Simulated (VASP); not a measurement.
**Ag: single point with PBEsol**

The system is Ag.

```xyz
2
Lattice="2.8671 0.0000 0.0000 -1.4335 2.4829 0.0000 0.0000 0.0000 4.6907" Properties=species:S:1:pos:R:3 pbc="T T T"
Ag    0.0000    1.6553    1.1727
Ag    1.4335    0.8276    3.5180
```

```json
{
 "Program": "VASP 6.6.1",
 "Task": "single point",
 "Functional": "PBEsol",
 "Potentials or basis": "VASP PAW PBE potentials, release 64 (Ag)",
 "Cutoff": "520 eV",
 "k mesh": "18 × 18 × 10",
 "Occupations": "gaussian, width 0.1 eV",
 "Spin": "no spin polarisation"
}
```

The pressure is -0.2 GPa and the band gap on the k mesh is zero (band 11 reaches 12.65 eV, above the bottom of band 12 at 5.12 eV).

Levels at points of the mesh, in eV from the Fermi level:
```csv
k point,band 8,band 9,band 10,band 11,band 12,band 13,band 14,band 15
"(0.00, 0.00, 0.00)",-4.08,-4.08,-3.03,-3.03,-0.49,3.71,15.73,17.64
"(0.50, 0.00, 0.00)",-2.89,-2.83,-2.74,0.12,1.63,6.98,7.24,9.59
"(0.00, 0.00, 0.50)",-4.59,-3.36,-3.36,-3.36,-3.36,11.28,11.28,16.10
"(0.50, 0.00, 0.50)",-3.09,-2.80,-2.80,0.73,0.73,4.74,4.74,13.80
```

Wall time 30 s on 1 thread of Intel(R) Xeon(R) 6975P-C (Granite Rapids), on a shared host, peak memory 0.24 GiB.

Caveat: the PAW data sets were made with another functional, which shifts forces and pressure a little.
